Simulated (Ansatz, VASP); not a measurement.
**Ir in VASP and in Ansatz**

The input INCAR:

```
SYSTEM = Ir
PREC = Accurate ; ENCUT = 560
EDIFF = 1E-6 ; ISMEAR = -1
SIGMA = 0.1 ; LREAL = .FALSE.
LASPH = .TRUE. ; NELM = 120
ALGO = Normal ; ISIF = 2
LWAVE = .FALSE. ; LCHARG = .TRUE.
GGA = CA ; LELF = .TRUE.
LVHAR = .TRUE. ; NBANDS = 14
GGA_COMPAT = .FALSE.
```

The input KPOINTS:

```
Automatic mesh
0
G
  16 16 16
  0 0 0
```

Contents of POSCAR:

```
Ir
1.0
   -1.5096907167      1.5096907167      1.5096907167
    1.5096907167     -1.5096907167      1.5096907167
    1.5096907167      1.5096907167     -1.5096907167
Ir
1
Direct
    0.0000000000      0.0000000000      0.0000000000
```

Input for Ansatz:

```yaml
crystal:
  lattice:
    - [-1.5096907167, 1.5096907167, 1.5096907167]
    - [1.5096907167, -1.5096907167, 1.5096907167]
    - [1.5096907167, 1.5096907167, -1.5096907167]
  atoms:
    - { symbol: Ir, position: [0.0, 0.0, 0.0] }
hamiltonian:
  xc: lda
  pseudopotentials:
    kind: paw
    azcp:
      Ir: "pseudopotentials/Ir.paw.azcp"
basis:
  ecutwfc: 420
  fft_grid_basis: typed
kpoints:
  mp_grid: { grid: [16, 16, 16], shift: [0, 0, 0] }
magnetization:
  spin_polarized: false
scf:
  occupations: { method: fermi_dirac, width: 0.1 }
  lower_state_search: "off"
output:
  stress: true
```

Alike in both runs: task single point; functional LDA; k mesh 16 × 16 × 16; occupations fermi-dirac, width 0.1 eV; no spin polarisation.

|  | VASP | Ansatz |
| --- | --- | --- |
| version | VASP 6.6.1 | Ansatz 0.2.0 |
| potentials or method | VASP PAW LDA potentials, release 64 (Ir_sv_GW), cutoff 560 eV | plane waves (420 eV) with PAW, scalar-relativistic |
| valence electrons in the cell | 17 | 17 |

|  | VASP | Ansatz | Ansatz less VASP |
| --- | --- | --- | --- |
| pressure (GPa) | 15.9 | 16.3 | +0.41 |

Ansatz warns that its potentials were made for another functional, while VASP's fit it. LDA's correlation is that of Perdew and Zunger in VASP and of Perdew and Wang (1992) in Ansatz.

Neither program's run includes spin-orbit coupling.
